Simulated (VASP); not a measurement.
The system is B3N.

```xyz
4
Lattice="3.5045 0.0000 0.0000 -1.7522 3.0350 0.0000 0.0000 0.0000 3.1979" Properties=species:S:1:pos:R:3 pbc="T T T"
B     2.1343    0.3499    2.3984
B     0.9881    1.0117    2.3984
B     2.1343    1.6734    2.3984
N     0.0000    0.0000    1.1077
```

The cell was generated, and may not be a known phase.

```yaml
Program: VASP 6.6.1
Task: relaxation of cell and atoms
Functional: PBE
Potentials_or_basis: VASP PAW PBE potentials, release 64 (B, N)
Cutoff: 600 eV
k_mesh: 6 × 6 × 6
Occupations: gaussian, width 0.1 eV
Spin: no spin polarisation
```

At the start: pressure 44.1 GPa; volume 8.50 Å³/atom.

Problem. Where does the relaxation end?

Solution. Over 31 steps the energy falls by 1976.5 meV/atom and the volume is 9.47 Å³/atom (+11.4 %); space group P3 (No. 143, to 0.1 Å) before, P3m1 (No. 156, to 0.1 Å).

Step by step:
| step | energy change (eV) | largest force (eV/Å) | pressure (GPa) | volume (Å³) |
| --- | --- | --- | --- | --- |
| 1 | 0.0000 | 20.2624 | 44.12 | 34.01 |
| 2 | -4.9951 | 2.6533 | -18.28 | 45.97 |
| 3 | -5.1458 | 2.5277 | -18.73 | 45.32 |
| 4 | -5.2432 | 2.4206 | -19.25 | 44.81 |
| 5 | -5.4391 | 1.9648 | -23.72 | 42.36 |
| 6 | -7.1823 | 3.3738 | 8.12 | 34.41 |
| 7 | -7.2055 | 4.2695 | 14.76 | 33.57 |
| 8 | -7.3648 | 3.0967 | 23.50 | 31.79 |
| 9 | -7.5987 | 1.8127 | 16.90 | 32.53 |
| 10 | -7.7310 | 0.3599 | 3.31 | 34.10 |
| 11 | -7.7353 | 0.4164 | 0.62 | 34.47 |
| 12 | -7.7697 | 0.3626 | 0.32 | 34.70 |
| 13 | -7.8294 | 0.4329 | -0.05 | 35.40 |
| 14 | -7.8353 | 0.6275 | -0.06 | 35.71 |
| 15 | -7.8597 | 0.4959 | 1.18 | 35.95 |
| 16 | -7.8601 | 0.5085 | 1.39 | 35.99 |
| 17 | -7.8773 | 0.2465 | 3.11 | 36.44 |
| 18 | -7.8779 | 0.4198 | 3.50 | 36.54 |
| 19 | -7.8917 | 0.2458 | 0.94 | 37.42 |
| 20 | -7.8945 | 0.1440 | -0.72 | 38.04 |
| 21 | -7.8972 | 0.1412 | -0.81 | 38.04 |
| 22 | -7.8994 | 0.2691 | -0.98 | 38.05 |
| 23 | -7.9007 | 0.2270 | -0.77 | 38.02 |
| 24 | -7.9033 | 0.1018 | -0.15 | 37.93 |
| 25 | -7.9028 | 0.1951 | 1.06 | 37.76 |
| 26 | -7.9040 | 0.0530 | 0.37 | 37.86 |
| 27 | -7.9044 | 0.0446 | 0.26 | 37.87 |
| 28 | -7.9051 | 0.0448 | -0.09 | 37.90 |
| 29 | -7.9055 | 0.0830 | -0.80 | 37.97 |
| 30 | -7.9056 | 0.0597 | -0.59 | 37.95 |
| 31 | -7.9061 | 0.0224 | -0.33 | 37.88 |

Final structure:
```
B N
1.0
     3.55264    0.00000    0.00000
    -1.77632    3.07667    0.00000
     0.00000    0.00000    3.46579
B N
3 1
Direct
  0.65588 0.82784 0.72577
  0.17196 0.34412 0.72577
  0.17216 0.82804 0.72577
  0.00000 0.00000 0.41909
```
